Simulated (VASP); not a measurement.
A run of VASP 6.6.1 is set up as follows.

The input INCAR:

```
PREC = Accurate ; ENCUT = 520
EDIFF = 1E-6 ; ISMEAR = 1
SIGMA = 0.15 ; LREAL = F
LASPH = T ; NELM = 80
ALGO = Normal ; ISIF = 2
LWAVE = F ; LCHARG = T
GGA = PS ; LELF = T
LVHAR = T ; NBANDS = 12
```

The input KPOINTS:

```
Automatic mesh
0
Gamma
  12 12 12
```

File POSCAR:

```
Ag
1.0
    0.0000000000      2.0010495236      2.0010495236
    2.0010495236      0.0000000000      2.0010495236
    2.0010495236      2.0010495236      0.0000000000
Ag
1
Direct
    0.0000000000      0.0000000000      0.0000000000
```

Potentials or basis: VASP PAW PBE potentials, release 64 (Ag).

Launch:

```sh
$ cat potpaw_PBE.64/Ag/POTCAR > POTCAR
$ mpirun -np 1 vasp_std > vasp.out
```

Q: Predict the pressure.

A: 4.8 GPa.

Caveat: the PAW data sets were made with another functional, which shifts forces and pressure a little.
